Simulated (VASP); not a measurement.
Write the native input for VASP 6.6.1 that does the following.

| Property | Result |
| --- | --- |
| Task | single point |
| Functional | PBE |
| Potentials or basis | VASP PAW PBE potentials, release 64 (Ca_sv, Mg, Tl_d) |
| Cutoff | 520 eV |
| k mesh | 4 × 4 × 4 |
| Occupations | gaussian, width 0.1 eV |
| Spin | no spin polarisation |
| Dipole correction | no |
| Further INCAR settings | ALGO = Normal; EDIFF = 1e-06; NBANDS = 22 |

The structure of CaMg3Tl lies in POSCAR:

```
CaMg3Tl
1.0
    5.4558661358      0.0000000000      0.0000000000
    0.0000000000      5.4558661358      0.0000000000
    0.0000000000      0.0000000000      5.4558661358
Ca Mg Tl
1 3 1
Direct
    0.5000000000      0.5000000000      0.5000000000
    0.5000000000      0.0000000000      0.0000000000
    0.0000000000      0.5000000000      0.0000000000
    0.0000000000      0.0000000000      0.5000000000
    0.0000000000      0.0000000000      0.0000000000
```

The input as run:

INCAR

```
SYSTEM = CaMg3Tl
PREC = Accurate ; ENCUT = 520
EDIFF = 1E-6 ; ISMEAR = 0
SIGMA = 0.1 ; LREAL = .False.
LASPH = .True. ; NELM = 100
ALGO = Normal ; ISIF = 2
LWAVE = .False. ; LCHARG = .True.
GGA = PE ; LELF = .True.
LVHAR = .True. ; NBANDS = 22
```

KPOINTS

```
regular mesh
0
Gamma
  4 4 4
  0 0 0
```

Potentials or basis: VASP PAW PBE potentials, release 64 (Ca_sv, Mg, Tl_d).

Run with:

```sh
$ cat potpaw_PBE.64/Ca_sv/POTCAR potpaw_PBE.64/Mg/POTCAR potpaw_PBE.64/Tl_d/POTCAR > POTCAR
$ mpirun -np 1 vasp_std > vasp.out
```

Results of the run:

```yaml
Pressure: 0.0 GPa
```

Run time: 38 s on 1 thread of Intel(R) Xeon(R) Platinum 8375C CPU @ 2.90GHz (Ice Lake) (shared host), peak memory 0.27 GiB.
